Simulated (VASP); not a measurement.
The system is P.

```
P
1.0
     1.64774   -5.46504    0.00000
     1.64774    5.46504    0.00000
     0.00000    0.00000    4.54364
P
4
Direct
  0.90414 0.09586 0.58882
  0.09586 0.90414 0.41118
  0.59586 0.40414 0.08882
  0.40414 0.59586 0.91118
```

```yaml
Program: VASP 6.6.1
Task: relaxation of cell and atoms
Functional: PBE
Potentials_or_basis: VASP PAW PBE potentials, release 64 (P)
Cutoff: 600 eV
k_mesh: 8 × 8 × 6
Occupations: fermi-dirac, width 0.05 eV
Spin: no spin polarisation
```

At the start: pressure 1.7 GPa; volume 20.46 Å³/atom.

Question: How do energy, volume and symmetry change on relaxing?

Answer: Over 21 steps the energy falls by 3.8 meV/atom and the volume is 21.34 Å³/atom (+4.3 %); space group Cmce (No. 64, to 0.1 Å) before and after.

Step by step:
| step | energy change (eV) | largest force (eV/Å) | pressure (GPa) | volume (Å³) |
| --- | --- | --- | --- | --- |
| 1 | 0.0000 | 0.2863 | 1.68 | 81.83 |
| 2 | -0.0044 | 0.2035 | -1.30 | 84.40 |
| 3 | -0.0117 | 0.0148 | -0.03 | 83.25 |
| 4 | -0.0124 | 0.0417 | -0.01 | 83.26 |
| 5 | -0.0125 | 0.0604 | 0.00 | 83.27 |
| 6 | -0.0130 | 0.0401 | 0.04 | 83.28 |
| 7 | -0.0135 | 0.0356 | 0.15 | 83.30 |
| 8 | -0.0140 | 0.0255 | 0.09 | 83.47 |
| 9 | -0.0142 | 0.0154 | 0.02 | 83.72 |
| 10 | -0.0143 | 0.0114 | 0.05 | 83.79 |
| 11 | -0.0146 | 0.0086 | 0.11 | 83.98 |
| 12 | -0.0147 | 0.0301 | 0.26 | 84.36 |
| 13 | -0.0147 | 0.0292 | 0.26 | 84.39 |
| 14 | -0.0148 | 0.0269 | 0.25 | 84.48 |
| 15 | -0.0149 | 0.0217 | 0.21 | 84.66 |
| 16 | -0.0150 | 0.0122 | 0.15 | 85.02 |
| 17 | -0.0150 | 0.0139 | 0.03 | 85.75 |
| 18 | -0.0151 | 0.0083 | 0.10 | 85.35 |
| 19 | -0.0151 | 0.0079 | 0.10 | 85.39 |
| 20 | -0.0151 | 0.0056 | 0.07 | 85.39 |
| 21 | -0.0151 | 0.0048 | -0.02 | 85.38 |

Final structure:
```
P
1.0
     1.65402   -5.65983    0.00000
     1.65402    5.65983    0.00000
     0.00000    0.00000    4.56003
P
4
Direct
  0.90651 0.09349 0.58676
  0.09349 0.90651 0.41324
  0.59349 0.40651 0.08676
  0.40651 0.59349 0.91324
```
